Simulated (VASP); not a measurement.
# Cs2SnI6 (Fm-3m) in VASP: relaxation of the atoms with PBE

Aim: the relaxation of the atoms of Cs2SnI6 with PBE.

All numbers are computed with VASP 6.6.1; they aren't measurements. Logs are shortened: lines on timing, memory, paths and dates and some standing lists are left out, and cuts for length are marked.

## 1. The cell of the first run

Symmetry: Fm-3m, No. 225, cubic system. Conventional cell: a = 11.630 Å, b = 11.630 Å, c = 11.630 Å, α = 90.00°, β = 90.00°, γ = 90.00°. Within 5.4 Å of Cs (site symmetry -43m) lie 12 I at 4.11 Å and 4 Sn at 5.04 Å. Within 3.8 Å of Sn (site symmetry m-3m) lie 6 I at 2.85 Å. I (site symmetry 4mm) has 1 Sn at 2.85 Å within 3.8 Å.

## 2. Relaxation of the atoms, PBE

INCAR reads:

```
PREC = Accurate
ENCUT = 450
EDIFF = 1E-7
ISMEAR = -1
SIGMA = 0.02
LREAL = F
LASPH = T
NELM = 120
ALGO = Normal
ISIF = 2
LWAVE = F
LCHARG = F
GGA = PE
IBRION = 2
NSW = 80
EDIFFG = -0.02
GGA_COMPAT = F
NELMIN = 4
KPAR = 4
```

KPOINTS reads:

```
Automatic mesh
0
Gamma
  5 5 5
```

POSCAR reads:

```
Cs2SnI6
1.0
    0.0000000000      5.8150000000      5.8150000000
    5.8150000000      0.0000000000      5.8150000000
    5.8150000000      5.8150000000      0.0000000000
Cs Sn I
2 1 6
Direct
    0.2500000000      0.2500000000      0.2500000000
    0.7500000000      0.7500000000      0.7500000000
    0.0000000000      0.0000000000      0.0000000000
    0.7550000000      0.2450000000      0.2450000000
    0.2450000000      0.7550000000      0.2450000000
    0.2450000000      0.7550000000      0.7550000000
    0.7550000000      0.2450000000      0.7550000000
    0.2450000000      0.2450000000      0.7550000000
    0.7550000000      0.7550000000      0.2450000000
```

Potentials or basis: VASP PAW PBE potentials, release 64 (Cs_sv, Sn_d, I).

Command:

```
> cat potpaw_PBE.64/Cs_sv/POTCAR potpaw_PBE.64/Sn_d/POTCAR potpaw_PBE.64/I/POTCAR > POTCAR
> mpirun -np 4 vasp_std > vasp.out
```

OUTCAR:

```text
PREC = Accurate
   ENCUT = 450
   EDIFF = 1E-7
   ISMEAR = -1
   LREAL = F
   LASPH = T
   NELM = 120
   ISIF = 2
   GGA = PE
   IBRION = 2
   NSW = 80
   EDIFFG = -0.02
   NELMIN = 4

 ion  position               nearest neighbor table
   1  0.250  0.250  0.250-
   2  0.750  0.750  0.750-
   3  0.000  0.000  0.000-   4 2.85   5 2.85   6 2.85   7 2.85   8 2.85   9 2.85
   4  0.755  0.245  0.245-   3 2.85
   5  0.245  0.755  0.245-   3 2.85
   6  0.245  0.755  0.755-   3 2.85
   7  0.755  0.245  0.755-   3 2.85
   8  0.245  0.245  0.755-   3 2.85
   9  0.755  0.755  0.245-   3 2.85

  LATTYP: Found a face centered cubic cell.
 ALAT       =    11.6300000000

  Lattice vectors:

 A1 = (   0.0000000000,   5.8150000000,   5.8150000000)
 A2 = (   5.8150000000,   0.0000000000,   5.8150000000)
 A3 = (   5.8150000000,   5.8150000000,   0.0000000000)

Analysis of symmetry for initial positions (statically):
=====================================================================
 Subroutine PRICEL returns:
 Original cell was already a primitive cell.

 Routine SETGRP: Setting up the symmetry group for a
 face centered cubic supercell.

 Subroutine GETGRP returns: Found 48 space group operations
 (whereof 48 operations were pure point group operations)
 out of a pool of 48 trial point group operations.

The static configuration has the point symmetry O_h .

Analysis of symmetry for dynamics (positions and initial velocities):
=====================================================================
 Subroutine PRICEL returns:
 Original cell was already a primitive cell.

 Routine SETGRP: Setting up the symmetry group for a
 face centered cubic supercell.

 Subroutine GETGRP returns: Found 48 space group operations
 (whereof 48 operations were pure point group operations)
 out of a pool of 48 trial point group operations.

The dynamic configuration has the point symmetry O_h .

 Subroutine INISYM returns: Found 48 space group operations
 (whereof 48 operations are pure point group operations),
 and found     1 'primitive' translations

----------------------------------------------------------------------------------------

                                     Primitive cell

  volume of cell :     393.2594

  direct lattice vectors                    reciprocal lattice vectors
     0.000000000  5.815000000  5.815000000    -0.085984523  0.085984523  0.085984523
     5.815000000  0.000000000  5.815000000     0.085984523 -0.085984523  0.085984523
     5.815000000  5.815000000  0.000000000     0.085984523  0.085984523 -0.085984523

  length of vectors
     8.223651865  8.223651865  8.223651865     0.148929562  0.148929562  0.148929562

  position of ions in fractional coordinates (direct lattice)
     0.250000000  0.250000000  0.250000000
     0.750000000  0.750000000  0.750000000
     0.000000000  0.000000000  0.000000000
     0.755000000  0.245000000  0.245000000
     0.245000000  0.755000000  0.245000000
     0.245000000  0.755000000  0.755000000
     0.755000000  0.245000000  0.755000000
     0.245000000  0.245000000  0.755000000
     0.755000000  0.755000000  0.245000000

  ion indices of the primitive-cell ions
   primitive index   ion index
                 1           1
                 2           2
                 3           3
                 4           4
                 5           5
                 6           6
                 7           7
                 8           8
                 9           9

----------------------------------------------------------------------------------------

 KPOINTS: Automatic mesh

Automatic generation of k-mesh.
 Grid dimensions read from file:
 generate k-points for:    5    5    5

 Generating k-lattice:

  Cartesian coordinates                     Fractional coordinates (reciprocal lattice)
    -0.017196905  0.017196905  0.017196905     0.200000000  0.000000000  0.000000000
     0.017196905 -0.017196905  0.017196905     0.000000000  0.200000000  0.000000000
     0.017196905  0.017196905 -0.017196905     0.000000000  0.000000000  0.200000000

  Length of vectors
     0.029785912  0.029785912  0.029785912

  Shift w.r.t. Gamma in fractional coordinates (k-lattice)
     0.000000000  0.000000000  0.000000000

 Subroutine IBZKPT returns following result:
 ===========================================

 Found     10 irreducible k-points:

 Following reciprocal coordinates:
            Coordinates               Weight
  0.000000  0.000000  0.000000      1.000000
  0.200000  0.000000  0.000000      8.000000
  0.400000  0.000000  0.000000      8.000000
  0.200000  0.200000  0.000000      6.000000
  0.400000  0.200000  0.000000     24.000000
 -0.400000  0.200000  0.000000     24.000000
 -0.200000  0.200000  0.000000     12.000000
  0.400000  0.400000  0.000000      6.000000
 -0.400000  0.400000  0.000000     12.000000
 -0.400000  0.400000  0.200000     24.000000
   k-points           NKPTS =     10   k-points in BZ     NKDIM =     10   number of bands    NBANDS=     44
   number of dos      NEDOS =    301   number of ions     NIONS =      9
   total plane-waves  NPLWV = 216000
   dimension x,y,z NGX =    60 NGY =   60 NGZ =   60
   dimension x,y,z NGXF=   120 NGYF=  120 NGZF=  120
   ions per type =               2   1   6
   NGX,Y,Z   is equivalent  to a cutoff of  12.13, 12.13, 12.13 a.u.
   NGXF,Y,Z  is equivalent  to a cutoff of  24.26, 24.26, 24.26 a.u.
 SYSTEM =  unknown system
   PREC   = accura    normal or accurate (medium, high low for compatibility)
   ISTART =      0    job   : 0-new  1-cont  2-samecut
   ICHARG =      2    charge: 1-file 2-atom 10-const
   ISPIN  =      1    spin polarized calculation?
   LNONCOLLINEAR =      F non collinear calculations
   LSORBIT =      F    spin-orbit coupling
   LASPH  =      T    aspherical Exc in radial PAW
   ENCUT  =  450.0 eV  33.07 Ry    5.75 a.u.  14.22 14.22 14.22*2*pi/ulx,y,z
   NELM   =    120;   NELMIN=  4; NELMDL= -5     # of ELM steps
   EDIFF  = 0.1E-06   stopping-criterion for ELM
   LREAL  =      F    real-space projection
   EDIFFG = -.2E-01   stopping-criterion for IOM
   NSW    =     80    number of steps for IOM
   IBRION =      2    ionic relax: 0-MD 1-quasi-New 2-CG
   NFREE  =      1    steps in history (QN), initial steepest desc. (CG)
   ISIF   =      2    stress and relaxation
   ISYM   =      2    0-nonsym 1-usesym 2-fastsym
   POTIM  = 0.5000    time-step for ionic-motion
   TEBEG  =    0.0;   TEEND  =   0.0 temperature during run
   PSTRESS=    0.0 pullay stress
   NELECT =      74.0000    total number of electrons
   NUPDOWN=      -1.0000    fix difference up-down
   EMIN   =  10.00;   EMAX   =-10.00  energy-range for DOS
   EFERMI =   0.00;   METHOD = LEGACY
   ISMEAR =    -1;   SIGMA  =   0.02  broadening in eV -4-tet -1-fermi 0-gaus
   EFERMI_NEDOS =   21; number of points for ismear=-14 and -15
   IALGO  =     38    algorithm
   IMIX   =      4    mixing-type and parameters
     AMIX     =   0.40;   BMIX     =  1.00
     AMIX_MAG =   1.60;   BMIX_MAG =  1.00
  volume/ion in A,a.u.               =      43.70       294.87
  Fermi-wavevector in a.u.,A,eV,Ry     =   0.938121  1.772792 11.974102  0.880072
  Thomas-Fermi vector in A             =   2.065301
   LORBIT       =      0    0 simple, 1 ext, 2 COOP (PROOUT), +10 PAW based schemes
   GGA     = PE    functional components
   LHFCALC =     F    Hartree Fock is set to
   AEXX    =    0.0000 exact exchange contribution
   IVDW    =     0    specifies the selected vdW correction
   LEPSILON=     F    determine dielectric tensor
   LRPA    =     F    only Hartree local field effects (RPA)
 conjugate gradient relaxation of ions
 non-spin polarized calculation
  energy-cutoff  :      450.00
  volume of cell :      393.26
 maximum number of plane-waves:      8609
 NGX is ok and might be reduce to    60
   NGX = 29   NGY = 29   NGZ = 29

--------------------------------------- Ionic step        1  -------------------------------------------

 number of electron      74.0000003 magnetization

 Free energy of the ion-electron system (eV)
  ---------------------------------------------------
  ext. energy  EPLUGINS =         0.00000000
  ---------------------------------------------------
  free energy    TOTEN  =       -22.81652040 eV

  energy without entropy =      -22.81641537  energy(sigma->0) =      -22.81646788

------------------------ aborting loop because EDIFF is reached ----------------------------------------

  FORCE on cell =-STRESS in cart. coord.  units (eV):
  Direction    XX          YY          ZZ          XY          YZ          ZX
  --------------------------------------------------------------------------------------
  -------------------------------------------------------------------------------------
  Total        4.0003532      4.0003532      4.0003532      0.0000000      0.0000000      0.0000000
  in kB       16.2978295     16.2978295     16.2978295      0.0000000      0.0000000      0.0000000
  external PRESSURE =      16.2978295 kB  Pullay stress =       0.0000000 kB
[... 114 lines left out ...]
  energy  without entropy=      -22.8545541531  energy(sigma->0) =      -22.85514185

--------------------------------------- Ionic step        4  -------------------------------------------

 number of electron      73.9999993 magnetization

 Free energy of the ion-electron system (eV)
  ---------------------------------------------------
  ext. energy  EPLUGINS =         0.00000000
  ---------------------------------------------------
  free energy    TOTEN  =       -22.85653378 eV

  energy without entropy =      -22.85535163  energy(sigma->0) =      -22.85594271

 E-fermi :   1.9705     XC(G=0):  -7.9631

 val. band max:        1.9299602604   @ k =   0.0000   0.0000   0.0000
 cond. band min:       2.3333095784   @ k =   0.2000   0.0000   0.0000
 fundamental gap:      0.4033493179
 Fermi energy:         1.9705214165

 k-point     1 :       0.0000    0.0000    0.0000
  band No.  band energies     occupation
      1     -19.4983      2.00000
      2     -19.4983      2.00000
      3     -19.4520      2.00000
      4     -19.4520      2.00000
      5     -19.4520      2.00000
      6     -18.4900      2.00000
[... 495 lines left out ...]
  FREE ENERGIE OF THE ION-ELECTRON SYSTEM (eV)
  ---------------------------------------------------
  free  energy   TOTEN  =       -22.8565337772 eV

  energy  without entropy=      -22.8553516344  energy(sigma->0) =      -22.85594271

 reached required accuracy - stopping structural energy minimisation
```

Wall time 4.3 min (4 MPI ranks of AMD EPYC 7R13 (Zen 3), shared host); peak memory 0.6 GiB.

Results:

| Property | Result |
| --- | --- |
| Free energy | -22.8565 eV |
| Energy gained by relaxing | 4.4 meV/atom |
| Ionic steps | 4 |
| Pressure after relaxing | 1.1 GPa |
| Band gap on the k mesh | zero (filled and empty bands touch) |

The path:
```tsv
step	energy change (eV)	largest force (eV/Å)	pressure (GPa)
1	0.0000	0.3114	1.63
2	-0.0228	0.1977	1.42
3	-0.0392	0.0415	0.98
4	-0.0400	0.0004	1.05
```

Final structure:
```
Cs Sn I
1.0
     0.00000    5.81500    5.81500
     5.81500    0.00000    5.81500
     5.81500    5.81500    0.00000
Cs Sn I
2 1 6
Direct
  0.25000 0.25000 0.25000
  0.75000 0.75000 0.75000
  0.00000 0.00000 0.00000
  0.75117 0.24883 0.24883
  0.24883 0.75117 0.24883
  0.24883 0.75117 0.75117
  0.75117 0.24883 0.75117
  0.24883 0.24883 0.75117
  0.75117 0.75117 0.24883
```

Caveat: semilocal functionals underestimate gaps, and a narrow one can read as zero; spin-orbit coupling is left out, which moves the levels of the heavy elements.

The gap in the log of VASP goes by the Fermi energy; the results here count the filled bands.